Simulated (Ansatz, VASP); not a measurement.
**RbCl: VASP beside Ansatz**

```
Rb Cl
1.0
     0.00000    3.27400    3.27400
     3.27400    0.00000    3.27400
     3.27400    3.27400    0.00000
Rb Cl
1 1
Direct
  0.00000 0.00000 0.00000
  0.50000 0.50000 0.50000
```

Alike in both runs: task electric field gradients; functional r2SCAN; k mesh 6 × 6 × 6; occupations fermi-dirac, width 0.03 eV; no spin polarisation.

|  | VASP | Ansatz |
| --- | --- | --- |
| version | VASP 6.6.1 | Ansatz 0.2.0 |
| potentials or method | VASP PAW PBE potentials, release 64 (Rb_sv, Cl) | PAW with Ansatz's default frozen-core files, scalar-relativistic |
| plane-wave cutoff (eV) | 440 | 500 |
| valence electrons in the cell | 16 | 16 |

```csv
,VASP,Ansatz,Ansatz less VASP
gap on the k mesh at the Fermi level (eV),5.65,5.65,0.000
pressure (GPa),0.5,0.5,+0.03
```

VASP's potentials were made for PBE, not for r2SCAN.
